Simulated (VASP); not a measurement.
# C (P1) in VASP: single point with LDA

Aim: the single point of C with LDA.

Program: VASP 6.6.1. These are calculated values, not measurements. Logs are shortened: lines on timing, memory, paths and dates and some standing lists are left out, and cuts for length are marked.

## Step 1: The cell of the first run

The typed cell holds 8 atoms: a = 4.143 Å, b = 4.187 Å, c = 4.210 Å, α = 109.69°, β = 109.39°, γ = 109.75°.

## Step 2: Single point, LDA (atoms moved at random and the cell strained at random)

INCAR reads:

```
ALGO = Normal ; EDIFF = 1E-7
ENCUT = 520 ; ISIF = 2
ISMEAR = 0 ; LASPH = True
LCHARG = False ; LREAL = False
LWAVE = False ; NBANDS = 26
NELM = 60 ; PREC = Accurate
SIGMA = 0.05
```

KPOINTS reads:

```
k-points
0
Gamma
  8 8 8
```

POSCAR reads:

```
C
1.0
   -2.4136949150      2.3849331769      2.3774109436
    2.4075747239     -2.4291323722      2.4154899479
    2.4278034706      2.4432409278     -2.4216101390
C
8
Direct
    0.3215118917      0.0177278810     -0.0177702536
    0.6640550592      0.6986283480      0.6641200007
    0.0382021797      0.3228270593      0.0389666987
   -0.0586010220     -0.0331527601      0.3107198122
   -0.0211753835      0.6621693436     -0.0293580434
    0.3440142613      0.3201415725      0.3288367869
    0.7054256507      0.0237478920      0.0240305501
    0.0065673629     -0.0120893364      0.6804544483
```

Potentials or basis: VASP PAW LDA potentials, release 64 (C).

Launch:

```sh
cat potpaw_LDA.64/C/POTCAR > POTCAR
mpirun -np 1 vasp_std > vasp.out
```

OUTCAR:

```text
EDIFF = 1E-7
   ENCUT = 520
   ISIF = 2
   ISMEAR = 0
   LASPH = True
   LREAL = False
   NELM = 60
   PREC = Accurate

 ion  position               nearest neighbor table
   1  0.322  0.018  0.982-   8 1.42   6 1.53   7 1.53   5 1.65   3 2.02
   2  0.664  0.699  0.664-   6 1.45   8 1.48   7 1.57   5 1.59
   3  0.038  0.323  0.039-   6 1.44   7 1.48   8 1.61   5 1.62   1 2.02
   4  0.941  0.967  0.311-   7 1.43   8 1.45   5 1.66   6 1.77
   5  0.979  0.662  0.971-   2 1.59   3 1.62   1 1.65   4 1.66
   6  0.344  0.320  0.329-   3 1.44   2 1.45   1 1.53   4 1.77
   7  0.705  0.024  0.024-   4 1.43   3 1.48   1 1.53   2 1.57
   8  0.007  0.988  0.680-   1 1.42   4 1.45   2 1.48   3 1.61

  LATTYP: Found a triclinic cell.
 ALAT       =    10.8595065120
 B/A-ratio  =     0.6322303478
 C/A-ratio  =     0.3815253095
 COS(alpha) =     0.0025200174
 COS(beta)  =     0.2544275913
 COS(gamma) =     0.9506224527

  Lattice vectors:

 A1 = (   0.0343373023,   9.7005474047,  -4.8812992823)
 A2 = (   0.0202287467,   4.8723733000,  -4.8371000869)
 A3 = (  -2.4136949150,   2.3849331769,   2.3774109436)

Analysis of symmetry for initial positions (statically):
=====================================================================
 Subroutine PRICEL returns:
 Original cell was already a primitive cell.

 Routine SETGRP: Setting up the symmetry group for a
 triclinic supercell.

 Subroutine GETGRP returns: Found  1 space group operations
 (whereof  1 operations were pure point group operations)
 out of a pool of  2 trial point group operations.

The static configuration has the point symmetry C_1 .

Analysis of symmetry for dynamics (positions and initial velocities):
=====================================================================
 Subroutine PRICEL returns:
 Original cell was already a primitive cell.

 Routine SETGRP: Setting up the symmetry group for a
 triclinic supercell.

 Subroutine GETGRP returns: Found  1 space group operations
 (whereof  1 operations were pure point group operations)
 out of a pool of  2 trial point group operations.

The dynamic configuration has the point symmetry C_1 .

 Subroutine INISYM returns: Found  1 space group operations
 (whereof  1 operations are pure point group operations),
 and found     1 'primitive' translations

----------------------------------------------------------------------------------------

                                     Primitive cell

  volume of cell :      55.9424

  direct lattice vectors                    reciprocal lattice vectors
    -2.413694915  2.384933177  2.377410944    -0.000343431  0.209046280  0.210569256
     2.407574724 -2.429132372  2.415489948     0.207069671  0.001307445  0.208918381
     2.427803471  2.443240928 -2.421610139     0.206209177  0.206534911  0.002167939

  length of vectors
     4.143176583  4.187086316  4.210445533     0.296715144  0.294153783  0.291862286

  position of ions in fractional coordinates (direct lattice)
     0.321511892  0.017727881  0.982229746
     0.664055059  0.698628348  0.664120001
     0.038202180  0.322827059  0.038966699
     0.941398978  0.966847240  0.310719812
     0.978824616  0.662169344  0.970641957
     0.344014261  0.320141572  0.328836787
     0.705425651  0.023747892  0.024030550
     0.006567363  0.987910664  0.680454448

  ion indices of the primitive-cell ions
   primitive index   ion index
                 1           1
                 2           2
                 3           3
                 4           4
                 5           5
                 6           6
                 7           7
                 8           8

----------------------------------------------------------------------------------------

 KPOINTS: k-points

Automatic generation of k-mesh.
 Grid dimensions read from file:
 generate k-points for:    8    8    8

 Generating k-lattice:

  Cartesian coordinates                     Fractional coordinates (reciprocal lattice)
    -0.000042929  0.026130785  0.026321157     0.125000000 -0.000000000  0.000000000
     0.025883709  0.000163431  0.026114798     0.000000000  0.125000000 -0.000000000
     0.025776147  0.025816864  0.000270992    -0.000000000  0.000000000  0.125000000

  Length of vectors
     0.037089393  0.036769223  0.036482786

  Shift w.r.t. Gamma in fractional coordinates (k-lattice)
     0.000000000  0.000000000  0.000000000

 Subroutine IBZKPT returns following result:
 ===========================================

 Found    260 irreducible k-points:

 Following reciprocal coordinates:
            Coordinates               Weight
  0.000000  0.000000  0.000000      1.000000
  0.125000  0.000000  0.000000      2.000000
  0.250000  0.000000  0.000000      2.000000
  0.375000  0.000000 -0.000000      2.000000
  0.500000  0.000000  0.000000      1.000000
  0.000000  0.125000  0.000000      2.000000
[... 16 lines left out ...]
  0.125000  0.375000  0.000000      2.000000
  0.250000  0.375000  0.000000      2.000000
 [... further k-points ...]
   k-points           NKPTS =    260   k-points in BZ     NKDIM =    260   number of bands    NBANDS=     26
   number of dos      NEDOS =    301   number of ions     NIONS =      8
   total plane-waves  NPLWV =  32768
   dimension x,y,z NGX =    32 NGY =   32 NGZ =   32
   dimension x,y,z NGXF=    64 NGYF=   64 NGZF=   64
   ions per type =               8
   NGX,Y,Z   is equivalent  to a cutoff of  12.84, 12.71, 12.63 a.u.
   NGXF,Y,Z  is equivalent  to a cutoff of  25.68, 25.41, 25.27 a.u.
 SYSTEM =  unknown system
   PREC   = accura    normal or accurate (medium, high low for compatibility)
   ISTART =      0    job   : 0-new  1-cont  2-samecut
   ICHARG =      2    charge: 1-file 2-atom 10-const
   ISPIN  =      1    spin polarized calculation?
   LNONCOLLINEAR =      F non collinear calculations
   LSORBIT =      F    spin-orbit coupling
   LASPH  =      T    aspherical Exc in radial PAW
   ENCUT  =  520.0 eV  38.22 Ry    6.18 a.u.   7.70  7.79  7.83*2*pi/ulx,y,z
   NELM   =     60;   NELMIN=  2; NELMDL= -5     # of ELM steps
   EDIFF  = 0.1E-06   stopping-criterion for ELM
   LREAL  =      F    real-space projection
   EDIFFG = 0.1E-05   stopping-criterion for IOM
   NSW    =      0    number of steps for IOM
   IBRION =     -1    ionic relax: 0-MD 1-quasi-New 2-CG
   NFREE  =      0    steps in history (QN), initial steepest desc. (CG)
   ISIF   =      2    stress and relaxation
   ISYM   =      2    0-nonsym 1-usesym 2-fastsym
   POTIM  = 0.5000    time-step for ionic-motion
   TEBEG  =    0.0;   TEEND  =   0.0 temperature during run
   PSTRESS=    0.0 pullay stress
   NELECT =      32.0000    total number of electrons
   NUPDOWN=      -1.0000    fix difference up-down
   EMIN   =  10.00;   EMAX   =-10.00  energy-range for DOS
   EFERMI =   0.00;   METHOD = LEGACY
   ISMEAR =     0;   SIGMA  =   0.05  broadening in eV -4-tet -1-fermi 0-gaus
   EFERMI_NEDOS =   21; number of points for ismear=-14 and -15
   IALGO  =     38    algorithm
   IMIX   =      4    mixing-type and parameters
     AMIX     =   0.40;   BMIX     =  1.00
     AMIX_MAG =   1.60;   BMIX_MAG =  1.00
  volume/ion in A,a.u.               =       6.99        47.19
  Fermi-wavevector in a.u.,A,eV,Ry     =   1.358974  2.568089 25.127389  1.846811
  Thomas-Fermi vector in A             =   2.485762
   LORBIT       =      0    0 simple, 1 ext, 2 COOP (PROOUT), +10 PAW based schemes
   GGA     = CA    functional components
   LHFCALC =     F    Hartree Fock is set to
   AEXX    =    0.0000 exact exchange contribution
   IVDW    =     0    specifies the selected vdW correction
   LEPSILON=     F    determine dielectric tensor
   LRPA    =     F    only Hartree local field effects (RPA)
 non-spin polarized calculation
 Gauss-broadening in eV      SIGMA  =   0.05
  energy-cutoff  :      520.00
  volume of cell :       55.94
 maximum number of plane-waves:      1521
   NGX = 15   NGY = 15   NGZ = 15

 number of electron      31.9999999 magnetization

 Free energy of the ion-electron system (eV)
  ---------------------------------------------------
  ext. energy  EPLUGINS =         0.00000000
  ---------------------------------------------------
  free energy    TOTEN  =       -72.32404901 eV

  energy without entropy =      -72.32404901  energy(sigma->0) =      -72.32404901

 E-fermi :   8.0202     XC(G=0): -12.0174

 val. band max:        7.7832542870   @ k =   0.0000   0.0000   0.0000
 cond. band min:       9.1497785974   @ k =  -0.1250  -0.2500   0.2500
 fundamental gap:      1.3665243103
 Fermi energy:         8.0202222612

 k-point     1 :       0.0000    0.0000    0.0000
  band No.  band energies     occupation
      1     -14.6205      2.00000
      2      -7.2474      2.00000
      3      -6.6939      2.00000
      4      -5.4443      2.00000
      5      -5.2287      2.00000
      6      -5.0275      2.00000
[... 18 lines left out ...]
     25      16.8819      0.00000
     26      17.3119      0.00000

 k-point     2 :       0.1250    0.0000    0.0000
  band No.  band energies     occupation
      1     -14.5268      2.00000
      2      -7.6523      2.00000
      3      -7.2897      2.00000
      4      -5.5709      2.00000
      5      -5.1047      2.00000
      6      -4.4962      2.00000
[... 18 lines left out ...]
     25      16.9589      0.00000
     26      17.4170      0.00000

 k-point     3 :       0.2500    0.0000    0.0000
  band No.  band energies     occupation
      1     -14.2727      2.00000
      2      -8.6655      2.00000
      3      -7.8534      2.00000
      4      -5.5859      2.00000
      5      -5.2511      2.00000
      6      -3.9859      2.00000
[... 572 lines left out ...]
 k-point    23 :       0.1250    0.3750    0.0000
  band No.  band energies     occupation
      1     -13.8909      2.00000
      2      -9.6685      2.00000
      3      -7.6648      2.00000
      4      -6.8431      2.00000
      5      -5.4383      2.00000
      6      -4.1234      2.00000
[... 18 lines left out ...]
     25      17.3505      0.00000
     26      18.5738      0.00000

 k-point    24 :       0.2500    0.3750    0.0000
  band No.  band energies     occupation
      1     -13.7992      2.00000
      2      -9.4757      2.00000
      3      -8.5375      2.00000
      4      -6.8641      2.00000
      5      -5.4043      2.00000
      6      -2.6362      2.00000
[... 18 lines left out ...]
     25      17.5376      0.00000
     26      18.6730      0.00000

 [... further k-points ...]

------------------------ aborting loop because EDIFF is reached ----------------------------------------

  FORCE on cell =-STRESS in cart. coord.  units (eV):
  Direction    XX          YY          ZZ          XY          YZ          ZX
  --------------------------------------------------------------------------------------
  -------------------------------------------------------------------------------------
  Total       -0.6100303     13.0055139      1.0600233     -0.7390497      1.2936909      0.0940211
  in kB      -17.4711394    372.4751605     30.3588434    -21.1662256     37.0510321      2.6927457
  external PRESSURE =     128.4542882 kB  Pullay stress =       0.0000000 kB

 VOLUME and BASIS-vectors are now :
 -----------------------------------------------------------------------------
  energy-cutoff  :      520.00
  volume of cell :       55.94
      direct lattice vectors                 reciprocal lattice vectors
    -2.413694915  2.384933177  2.377410944    -0.000343431  0.209046280  0.210569256
     2.407574724 -2.429132372  2.415489948     0.207069671  0.001307445  0.208918381
     2.427803471  2.443240928 -2.421610139     0.206209177  0.206534911  0.002167939

 POSITION                                       TOTAL-FORCE (eV/Angst)
 -----------------------------------------------------------------------------------
      1.65131      3.12354     -1.57139        -1.589881      6.667389     -0.914436
      1.69153      1.50927      1.65802        -1.522855      3.228891     -2.586114
      0.77963     -0.59787      0.77625         0.817540     -7.957692      1.963809
      0.80987      0.65574      3.82106        -1.815167      5.171701      4.028717
      1.58817      3.09745      1.57602         1.138155      3.863698     -0.160300
      0.73877      0.84621      0.79485         1.828348      0.122288     -0.612037
     -1.58717      1.68342      1.67626         0.220029     -5.998471     -3.168396
      4.01463     -0.72159      0.75411         0.923830     -5.097803      1.448757
 -----------------------------------------------------------------------------------
    total drift:                               -0.000040     -0.000061     -0.000027

  FREE ENERGIE OF THE ION-ELECTRON SYSTEM (eV)
  ---------------------------------------------------
  free  energy   TOTEN  =       -72.3240490127 eV

  energy  without entropy=      -72.3240490127  energy(sigma->0) =      -72.32404901
```

Run time: 6.9 min. Hardware: 1 thread of Intel Xeon 8259CL, shared host; peak memory 0.33 GiB.

Results:

- Free energy: -72.3240 eV
- Pressure: 12.8 GPa
- Largest force: 8.237 eV/Å
- Band gap on the k mesh: 1.37 eV (least direct gap 2.05 eV)

Forces in eV/Å, atoms in the order of the input:
```
C   -1.590  6.667 -0.914
C   -1.523  3.229 -2.586
C    0.818 -7.958  1.964
C   -1.815  5.172  4.029
C    1.138  3.864 -0.160
C    1.828  0.122 -0.612
C    0.220 -5.998 -3.168
C    0.924 -5.098  1.449
```

Levels at points of the mesh, in eV from the valence-band top:
```csv
k point,band 13,band 14,band 15,band 16,band 17,band 18,band 19,band 20
"(0.00, 0.00, 0.00)",-6.01,-2.48,-0.47,0.00,2.42,2.71,4.20,6.73
"(0.50, 0.00, 0.00)",-4.21,-3.69,-2.81,-2.06,2.17,3.76,4.58,5.45
"(0.00, 0.50, 0.00)",-4.34,-3.43,-3.16,-2.18,2.44,3.69,4.42,4.78
"(0.50, 0.50, 0.00)",-4.25,-3.58,-3.11,-2.97,2.31,3.37,4.59,5.75
"(0.00, 0.00, 0.50)",-4.49,-3.97,-2.09,-1.91,2.60,3.59,4.58,5.28
"(0.50, 0.00, 0.50)",-4.63,-4.28,-3.04,-1.72,1.97,3.05,4.75,5.02
"(0.00, 0.50, 0.50)",-4.65,-3.89,-2.96,-1.97,2.04,3.96,4.61,5.13
"(0.50, 0.50, 0.50)",-6.24,-2.04,-1.04,-0.29,1.77,3.96,5.21,5.62
```

Caveat: the cell differs from its parent crystal (atoms moved at random and the cell strained at random); the stress differs along the axes, from -2 to 37 GPa; forces of over 1 eV/Å act on the atoms, so gaps and moduli don't describe the material at rest. A k mesh can miss the band edges.
